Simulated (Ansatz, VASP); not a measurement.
Al3Ni2 in VASP and in Ansatz

Contents of INCAR:

```
PREC = Accurate
ENCUT = 520
EDIFF = 1E-7
ISMEAR = 0
SIGMA = 0.15
LREAL = F
LASPH = T
NELM = 100
ALGO = Fast
ISIF = 2
LWAVE = F
LCHARG = F
GGA = PS
NBANDS = 22
```

The input KPOINTS:

```
Automatic mesh
0
Gamma
  12 12 10
```

The input POSCAR:

```
Al3Ni2
1.0
    3.8029826611      0.0000000000      0.0000000000
   -1.9014913305      3.2934795947      0.0000000000
    0.0000000000      0.0000000000      4.6164913802
Al Ni
3 2
Direct
    0.0000000000      0.0000000000      0.0000000000
    0.3333333333      0.6666666667      0.6477829059
    0.6666666667      0.3333333333      0.3522170941
    0.3333333333      0.6666666667      0.1455709067
    0.6666666667      0.3333333333      0.8544290933
```

Input for Ansatz:

```yaml
crystal:
  lattice:
    - [3.8029826611, 0.0, 0.0]
    - [-1.9014913305, 3.2934795947, 0.0]
    - [0.0, 0.0, 4.6164913802]
  atoms:
    - { symbol: Al, position: [0.0, 0.0, 0.0] }
    - { symbol: Al, position: [0.3333333333, 0.6666666667, 0.6477829059] }
    - { symbol: Al, position: [0.6666666667, 0.3333333333, 0.3522170941] }
    - { symbol: Ni, position: [0.3333333333, 0.6666666667, 0.1455709067] }
    - { symbol: Ni, position: [0.6666666667, 0.3333333333, 0.8544290933] }
basis:
  ecutwfc: 420
kpoints:
  mp_grid: { grid: [12, 12, 10] }
hamiltonian:
  xc: pbesol
scf:
  occupations: { method: gaussian, width: 0.15 }
output:
  forces: true
  stress: true
  eigenvalues: true
```

Change from the starting cell: strain -0.050 along x and y, -0.050 along z, atoms carried along.

Alike in both runs: task single point; functional PBEsol; k mesh 12 × 12 × 10; occupations gaussian, width 0.15 eV; no spin polarisation.

|  | VASP | Ansatz |
| --- | --- | --- |
| version | VASP 6.6.1 | Ansatz 0.2.0 |
| potentials or method | VASP PAW PBE potentials, release 64 (Al, Ni), cutoff 520 eV | scalar-relativistic, plane waves, PAW |
| valence electrons in the cell | 29 | 45 |

|  | VASP | Ansatz | Ansatz less VASP |
| --- | --- | --- | --- |
| gap on the k mesh at the Fermi level (eV) | none | none | - |
| pressure (GPa) | 30.6 | 30.7 | +0.10 |
| traceless stress, the component that is largest in VASP (GPa) | 1.32 | 1.31 | -0.008 |
| rms of the force components (eV/Å) | 0.161 | 0.158 | -0.0028 |

VASP's potentials were made for PBE, not for PBEsol. Atom by atom the forces differ by 0.006 eV/Å (rms over components). A gap of «none» marks a metal or a gap that the smearing closes. Both programs put the cell under a high pressure, so it lies far from rest at this level. VASP's potentials hold 29 valence electrons a cell and Ansatz's 45, so a difference there can come from the potentials and not from the codes.
